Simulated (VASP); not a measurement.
# NaCl in VASP: notebook

Runs on NaCl. Level: PBEsol. Tasks: electric field gradients, density of states.

Program: VASP 6.6.1. These are calculated values, not measurements. Logs are shortened: lines on timing, memory, paths and dates and some standing lists are left out, and cuts for length are marked.

## Step 1: The cell of the first run

Symmetry: P4/mmm, No. 123, tetragonal system. The conventional cell has a = 2.803 Å, b = 2.803 Å, c = 2.860 Å, α = 90.00°, β = 90.00°, γ = 90.00°. Na (site symmetry 4/mmm) has 8 Cl at 2.44 Å and 6 Na at 2.80 to 2.86 Å within 3.2 Å. Within 3.2 Å of Cl (site symmetry 4/mmm) lie 8 Na at 2.44 Å and 6 Cl at 2.80 to 2.86 Å.

## Step 2: Electric field gradients, PBEsol (equal xx and yy strain of -2 %)

INCAR

```
PREC = Accurate
ENCUT = 520
EDIFF = 1E-8
ISMEAR = -1
SIGMA = 0.02
LREAL = False
LASPH = True
NELM = 60
ALGO = Normal
ISIF = 2
LWAVE = False
LCHARG = False
GGA = PS
LEFG = True
NBANDS = 14
```

KPOINTS

```
regular mesh
0
Gamma
  8 8 8
```

POSCAR

```
NaCl
1.0
    2.8028000000      0.0000000000      0.0000000000
    0.0000000000      2.8028000000      0.0000000000
    0.0000000000      0.0000000000      2.8600000000
Na Cl
1 1
Direct
    0.0000000000      0.0000000000      0.0000000000
    0.5000000000      0.5000000000      0.5000000000
```

Potentials or basis: VASP PAW PBE potentials, release 64 (Na_pv, Cl).

Command:

```sh
> cat potpaw_PBE.64/Na_pv/POTCAR potpaw_PBE.64/Cl/POTCAR > POTCAR
> mpirun -np 1 vasp_std > vasp.out
```

OUTCAR:

```text
PREC = Accurate
   ENCUT = 520
   EDIFF = 1E-8
   ISMEAR = -1
   LREAL = False
   LASPH = True
   NELM = 60
   ISIF = 2
   GGA = PS

 ion  position               nearest neighbor table
   1  0.000  0.000  0.000-   2 2.44   2 2.44   2 2.44   2 2.44   2 2.44   2 2.44   2 2.44   2 2.44

   2  0.500  0.500  0.500-   1 2.44   1 2.44   1 2.44   1 2.44   1 2.44   1 2.44   1 2.44   1 2.44

  LATTYP: Found a simple tetragonal cell.
 ALAT       =     2.8028000000
 C/A-ratio  =     1.0204081633

  Lattice vectors:

 A1 = (   2.8028000000,   0.0000000000,   0.0000000000)
 A2 = (   0.0000000000,   2.8028000000,   0.0000000000)
 A3 = (   0.0000000000,   0.0000000000,   2.8600000000)

Analysis of symmetry for initial positions (statically):
=====================================================================
 Subroutine PRICEL returns:
 Original cell was already a primitive cell.

 Routine SETGRP: Setting up the symmetry group for a
 simple tetragonal supercell.

 Subroutine GETGRP returns: Found 16 space group operations
 (whereof 16 operations were pure point group operations)
 out of a pool of 16 trial point group operations.

The static configuration has the point symmetry D_4h.

Analysis of symmetry for dynamics (positions and initial velocities):
=====================================================================
 Subroutine PRICEL returns:
 Original cell was already a primitive cell.

 Routine SETGRP: Setting up the symmetry group for a
 simple tetragonal supercell.

 Subroutine GETGRP returns: Found 16 space group operations
 (whereof 16 operations were pure point group operations)
 out of a pool of 16 trial point group operations.

The dynamic configuration has the point symmetry D_4h.

 Subroutine INISYM returns: Found 16 space group operations
 (whereof 16 operations are pure point group operations),
 and found     1 'primitive' translations

----------------------------------------------------------------------------------------

                                     Primitive cell

  volume of cell :      22.4673

  direct lattice vectors                    reciprocal lattice vectors
[... 137 lines left out ...]
 val. band max:        7.4712037418   @ k =   0.5000   0.0000   0.5000
 cond. band min:      11.4060923818   @ k =   0.5000   0.0000   0.5000
 fundamental gap:      3.9348886400
 Fermi energy:         7.9001978932

 k-point     1 :       0.0000    0.0000    0.0000
  band No.  band energies     occupation
      1     -15.3851      2.00000
      2     -15.3665      2.00000
      3     -15.3665      2.00000
      4     -10.0066      2.00000
      5       5.7762      2.00000
      6       6.1518      2.00000
      7       6.1518      2.00000
      8      13.4714      0.00000
      9      13.7623      0.00000
     10      14.9742      0.00000
     11      25.1708      0.00000
     12      25.1708      0.00000
     13      25.6377      0.00000
     14      29.9347      0.00000
[... 377 lines left out ...]
      1     -15.8408      2.00000
      2     -15.3843      2.00000
      3     -15.3656      2.00000
      4      -7.9130      2.00000
      5       0.3801      2.00000
      6       5.4762      2.00000
      7       5.8131      2.00000
      8      17.0093      0.00000
      9      17.3200      0.00000
     10      17.8477      0.00000
     11      18.3360      0.00000
     12      23.1731      0.00000
     13      24.3283      0.00000
     14      24.9944      0.00000

 [... further k-points ...]

------------------------ aborting loop because EDIFF is reached ----------------------------------------

  FORCE on cell =-STRESS in cart. coord.  units (eV):
  Direction    XX          YY          ZZ          XY          YZ          ZX
  --------------------------------------------------------------------------------------
  -------------------------------------------------------------------------------------
  Total       10.1793996     10.1793996      9.4068017      0.0000000      0.0000000      0.0000000
  in kB      725.9095215    725.9095215    670.8143156      0.0000000      0.0000000      0.0000000
  external PRESSURE =     707.5444528 kB  Pullay stress =       0.0000000 kB

 VOLUME and BASIS-vectors are now :
 -----------------------------------------------------------------------------
  energy-cutoff  :      520.00
  volume of cell :       22.47
      direct lattice vectors                 reciprocal lattice vectors
     2.802800000  0.000000000  0.000000000     0.356786071  0.000000000  0.000000000
     0.000000000  2.802800000  0.000000000     0.000000000  0.356786071  0.000000000
     0.000000000  0.000000000  2.860000000     0.000000000  0.000000000  0.349650350

 POSITION                                       TOTAL-FORCE (eV/Angst)
 -----------------------------------------------------------------------------------
      0.00000      0.00000      0.00000         0.000000      0.000000      0.000000
      1.40140      1.40140      1.43000         0.000000      0.000000      0.000000
 -----------------------------------------------------------------------------------
    total drift:                                0.000000     -0.000000     -0.000000

  FREE ENERGIE OF THE ION-ELECTRON SYSTEM (eV)
  ---------------------------------------------------
  free  energy   TOTEN  =        -4.3969927835 eV

  energy  without entropy=       -4.3969927835  energy(sigma->0) =       -4.39699278

 Electric field gradients (V/A^2)
---------------------------------------------------------------------
 ion       V_xx      V_yy      V_zz      V_xy      V_xz      V_yz
---------------------------------------------------------------------
   1       0.672     0.672    -1.343     0.000    -0.000    -0.000
   2      -5.733    -5.733    11.467    -0.000    -0.000    -0.000
---------------------------------------------------------------------

 Electric field gradients after diagonalization (V/A^2)
 (convention: |V_zz| > |V_xx| > |V_yy|)
----------------------------------------------------------------------
 ion       V_xx      V_yy      V_zz     asymmetry (V_yy - V_xx)/ V_zz
----------------------------------------------------------------------
   1       0.672     0.672    -1.343       0.000
   2      -5.733    -5.733    11.467       0.000
----------------------------------------------------------------------

           NMR quadrupolar parameters

 Cq : quadrupolar parameter    Cq=e*Q*V_zz/h
 eta: asymmetry parameters     (V_yy - V_xx)/ V_zz
 Q  : nuclear electric quadrupole moment in mb (millibarn)
----------------------------------------------------------------------
 ion       Cq(MHz)       eta       Q (mb)
----------------------------------------------------------------------
   1      -0.003       0.000       1.000
   2       0.028       0.000       1.000
----------------------------------------------------------------------
```

OSZICAR:

```text
N       E                     dE             d eps       ncg     rms          rms(c)
DAV:   1     0.108069209911E+03    0.10807E+03   -0.72125E+03  2124   0.124E+03
DAV:   2     0.112421764788E+01   -0.10694E+03   -0.97893E+02  2324   0.321E+02
DAV:   3    -0.464189804655E+01   -0.57661E+01   -0.57363E+01  2688   0.678E+01
DAV:   4    -0.470231075767E+01   -0.60413E-01   -0.60395E-01  2466   0.704E+00
DAV:   5    -0.470313300045E+01   -0.82224E-03   -0.82223E-03  2706   0.867E-01    0.654E+00
DAV:   6    -0.445185174968E+01    0.25128E+00   -0.21052E-01  3036   0.710E+00    0.422E+00
DAV:   7    -0.439930059029E+01    0.52551E-01   -0.11988E-01  3146   0.428E+00    0.173E+00
DAV:   8    -0.439710460885E+01    0.21960E-02   -0.97534E-03  2436   0.120E+00    0.230E-01
DAV:   9    -0.439699023559E+01    0.11437E-03   -0.28881E-04  2788   0.326E-01    0.450E-02
DAV:  10    -0.439699223607E+01   -0.20005E-05   -0.25060E-05  2700   0.106E-01    0.803E-03
DAV:  11    -0.439699266619E+01   -0.43012E-06   -0.46317E-06  2586   0.264E-02    0.644E-03
DAV:  12    -0.439699276403E+01   -0.97840E-07   -0.23037E-07  2538   0.464E-03    0.159E-03
DAV:  13    -0.439699280699E+01   -0.42961E-07   -0.30060E-08  2592   0.118E-03    0.936E-04
DAV:  14    -0.439699278754E+01    0.19452E-07   -0.10627E-09  1626   0.258E-04    0.168E-04
DAV:  15    -0.439699278348E+01    0.40545E-08   -0.21544E-10  1512   0.130E-04
   1 F= -.43969928E+01 E0= -.43969928E+01  d E =-.170589E-11
```

Wall time 10 s (1 thread of Intel Xeon Platinum 8559C (Emerald Rapids), shared host); peak memory 0.12 GiB.

Results:

* Free energy: -4.3970 eV
* Pressure: 70.8 GPa
* Band gap on the k mesh: 3.93 eV, direct

Stress tensor (GPa, compression positive):
```
72.59  0.00  0.00
 0.00 72.59  0.00
 0.00  0.00 67.08
```

Levels at points of the mesh, in eV from the valence-band top:
```
           k point  band 4  band 5  band 6  band 7  band 8  band 9  band 10  band 11
(0.00, 0.00, 0.00)  -17.48   -1.69   -1.32   -1.32    6.00    6.29     7.50    17.70
(0.50, 0.00, 0.00)  -15.57   -7.48   -1.17   -0.79    8.79    9.27    12.23    12.75
(0.50, 0.50, 0.00)  -14.75   -5.77   -5.77   -0.26    3.94   10.37    12.25    12.25
(0.00, 0.00, 0.50)  -15.71   -7.44   -0.88   -0.88    8.89    9.22    12.77    12.77
(0.50, 0.00, 0.50)  -14.90   -5.89   -5.70    0.00    3.93   10.63    12.69    12.78
(0.50, 0.50, 0.50)  -13.50   -5.28   -5.28   -5.11    5.84    5.97     5.97    17.22
```

Electric field gradients, principal values (V/Å²):
```csv
atom,least,middle,greatest (by size)
1 Na,0.672,0.672,-1.343
2 Cl,-5.733,-5.733,11.467
```

Caveat: the cell differs from its parent crystal (equal xx and yy strain of -2 %); without QUAD_EFG the Cq values of the log hold for a quadrupole moment of 1 mb, not for the nuclei; the PAW data sets were made with another functional, which shifts forces and pressure a little.

## Step 3: Electric field gradients, PBEsol (zz strain of -1 %)

INCAR

```
PREC = Accurate
ENCUT = 520
EDIFF = 1E-8
ISMEAR = -1
SIGMA = 0.02
LREAL = F
LASPH = T
NELM = 80
ALGO = Normal
ISIF = 2
LWAVE = F
LCHARG = F
GGA = PS
LEFG = T
NBANDS = 14
```

KPOINTS is that of step 2.

POSCAR

```
NaCl
1.0
    2.8600000000      0.0000000000      0.0000000000
    0.0000000000      2.8600000000      0.0000000000
    0.0000000000      0.0000000000      2.8314000000
Na Cl
1 1
Direct
    0.0000000000      0.0000000000      0.0000000000
    0.5000000000      0.5000000000      0.5000000000
```

Potentials or basis: VASP PAW PBE potentials, release 64 (Na_pv, Cl).

Command:

```sh
> cat potpaw_PBE.64/Na_pv/POTCAR potpaw_PBE.64/Cl/POTCAR > POTCAR
> mpirun -np 1 vasp_std > vasp.out
```

OUTCAR:

```text
PREC = Accurate
   ENCUT = 520
   EDIFF = 1E-8
   ISMEAR = -1
   LREAL = F
   LASPH = T
   NELM = 80
   ISIF = 2
   GGA = PS

 ion  position               nearest neighbor table
   1  0.000  0.000  0.000-   2 2.47   2 2.47   2 2.47   2 2.47   2 2.47   2 2.47   2 2.47   2 2.47

   2  0.500  0.500  0.500-   1 2.47   1 2.47   1 2.47   1 2.47   1 2.47   1 2.47   1 2.47   1 2.47

  LATTYP: Found a simple tetragonal cell.
 ALAT       =     2.8600000000
 C/A-ratio  =     0.9900000000

  Lattice vectors:

 A1 = (   2.8600000000,   0.0000000000,   0.0000000000)
 A2 = (   0.0000000000,   2.8600000000,   0.0000000000)
 A3 = (   0.0000000000,   0.0000000000,   2.8314000000)

Analysis of symmetry for initial positions (statically):
=====================================================================
 Subroutine PRICEL returns:
 Original cell was already a primitive cell.

 Routine SETGRP: Setting up the symmetry group for a
[... 598 lines left out ...]
  volume of cell :       23.16
      direct lattice vectors                 reciprocal lattice vectors
     2.860000000  0.000000000  0.000000000     0.349650350  0.000000000  0.000000000
     0.000000000  2.860000000  0.000000000     0.000000000  0.349650350  0.000000000
     0.000000000  0.000000000  2.831400000     0.000000000  0.000000000  0.353182171

 POSITION                                       TOTAL-FORCE (eV/Angst)
 -----------------------------------------------------------------------------------
      0.00000      0.00000      0.00000         0.000000      0.000000      0.000000
      1.43000      1.43000      1.41570         0.000000      0.000000      0.000000
 -----------------------------------------------------------------------------------
    total drift:                                0.000000     -0.000000     -0.000000

  FREE ENERGIE OF THE ION-ELECTRON SYSTEM (eV)
  ---------------------------------------------------
  free  energy   TOTEN  =        -4.6890202641 eV

  energy  without entropy=       -4.6890202641  energy(sigma->0) =       -4.68902026

 Electric field gradients (V/A^2)
---------------------------------------------------------------------
 ion       V_xx      V_yy      V_zz      V_xy      V_xz      V_yz
---------------------------------------------------------------------
   1      -0.328    -0.328     0.657     0.000    -0.000     0.000
   2       2.848     2.848    -5.696    -0.000    -0.000    -0.000
---------------------------------------------------------------------

 Electric field gradients after diagonalization (V/A^2)
 (convention: |V_zz| > |V_xx| > |V_yy|)
----------------------------------------------------------------------
 ion       V_xx      V_yy      V_zz     asymmetry (V_yy - V_xx)/ V_zz
----------------------------------------------------------------------
   1      -0.328    -0.328     0.657       0.000
   2       2.848     2.848    -5.696       0.000
----------------------------------------------------------------------

           NMR quadrupolar parameters

 Cq : quadrupolar parameter    Cq=e*Q*V_zz/h
 eta: asymmetry parameters     (V_yy - V_xx)/ V_zz
 Q  : nuclear electric quadrupole moment in mb (millibarn)
----------------------------------------------------------------------
 ion       Cq(MHz)       eta       Q (mb)
----------------------------------------------------------------------
   1       0.002       0.000       1.000
   2      -0.014       0.000       1.000
----------------------------------------------------------------------
```

OSZICAR:

```text
N       E                     dE             d eps       ncg     rms          rms(c)
DAV:   1     0.105910675159E+03    0.10591E+03   -0.72291E+03  2118   0.123E+03
DAV:   2     0.572271282785E+00   -0.10534E+03   -0.97233E+02  2406   0.320E+02
DAV:   3    -0.491962448554E+01   -0.54919E+01   -0.54629E+01  2688   0.659E+01
DAV:   4    -0.497679917139E+01   -0.57175E-01   -0.57160E-01  2418   0.691E+00
DAV:   5    -0.497764477207E+01   -0.84560E-03   -0.84556E-03  2766   0.875E-01    0.610E+00
DAV:   6    -0.473998109295E+01    0.23766E+00   -0.20117E-01  3016   0.672E+00    0.395E+00
DAV:   7    -0.469120360063E+01    0.48777E-01   -0.11219E-01  3138   0.402E+00    0.167E+00
DAV:   8    -0.468913309153E+01    0.20705E-02   -0.91410E-03  2406   0.114E+00    0.236E-01
DAV:   9    -0.468901704034E+01    0.11605E-03   -0.27213E-04  2854   0.307E-01    0.499E-02
DAV:  10    -0.468901979479E+01   -0.27545E-05   -0.25068E-05  2734   0.103E-01    0.810E-03
DAV:  11    -0.468902014662E+01   -0.35183E-06   -0.44213E-06  2622   0.263E-02    0.643E-03
DAV:  12    -0.468902025234E+01   -0.10572E-06   -0.23073E-07  2556   0.450E-03    0.111E-03
DAV:  13    -0.468902028771E+01   -0.35369E-07   -0.24329E-08  2568   0.106E-03    0.909E-04
DAV:  14    -0.468902026666E+01    0.21045E-07   -0.12339E-09  1650   0.282E-04    0.111E-04
DAV:  15    -0.468902026408E+01    0.25764E-08   -0.18448E-10  1518   0.123E-04
   1 F= -.46890203E+01 E0= -.46890203E+01  d E =-.498649E-12
```

stdout:

```text
POSCAR found type information on POSCAR NaCl
 POSCAR found :  2 types and       2 ions
 scaLAPACK will be used
 -----------------------------------------------------------------------------
|                                                                             |
|                                                                             |
|     You enforced a specific xc type in the INCAR file but a different       |
|     I HOPE YOU KNOW WHAT YOU ARE DOING!                                     |
|                                                                             |
 -----------------------------------------------------------------------------

 LDA part: xc-table for (Slater+PW92), standard interpolation
 POSCAR, INCAR and KPOINTS ok, starting setup
 FFT: planning ... GRIDC
 FFT: planning ... GRID_SOFT
 FFT: planning ... GRID
 WAVECAR not read
 entering main loop
ion   1

ion   2
```

Wall time 14 s (1 thread of Intel Xeon Platinum 8559C (Emerald Rapids), shared host); peak memory 0.13 GiB.

Results:

- Free energy: -4.6890 eV
- Pressure: 62.6 GPa
- Band gap on the k mesh: 4.07 eV, direct

Stress tensor (GPa, compression positive):
```
61.71  0.00  0.00
 0.00 61.71  0.00
 0.00  0.00 64.36
```

Levels at points of the mesh, in eV from the valence-band top:
| k point | band 5 | band 6 | band 7 | band 8 | band 9 | band 10 |
| --- | --- | --- | --- | --- | --- | --- |
| (0.00, 0.00, 0.00) | -1.44 | -1.44 | -1.26 | 6.29 | 6.40 | 7.21 |
| (0.50, 0.00, 0.00) | -7.17 | -0.98 | -0.79 | 8.94 | 9.14 | 12.49 |
| (0.50, 0.50, 0.00) | -5.58 | -5.58 | 0.00 | 4.07 | 10.61 | 12.78 |
| (0.00, 0.00, 0.50) | -7.19 | -0.93 | -0.93 | 9.02 | 9.04 | 12.49 |
| (0.50, 0.00, 0.50) | -5.61 | -5.52 | -0.13 | 4.08 | 10.49 | 12.52 |
| (0.50, 0.50, 0.50) | -5.05 | -4.97 | -4.97 | 6.00 | 6.00 | 6.06 |

Electric field gradients, principal values (V/Å²):
| atom | least | middle | greatest (by size) |
| --- | --- | --- | --- |
| 1 Na | -0.328 | -0.328 | 0.657 |
| 2 Cl | 2.848 | 2.848 | -5.696 |

Caveat: the cell differs from its parent crystal (zz strain of -1 %); without QUAD_EFG the Cq values of the log hold for a quadrupole moment of 1 mb, not for the nuclei; the PAW data sets were made with another functional, which shifts forces and pressure a little. A k mesh can miss the band edges.

(Part 1 of 2 ends here.)
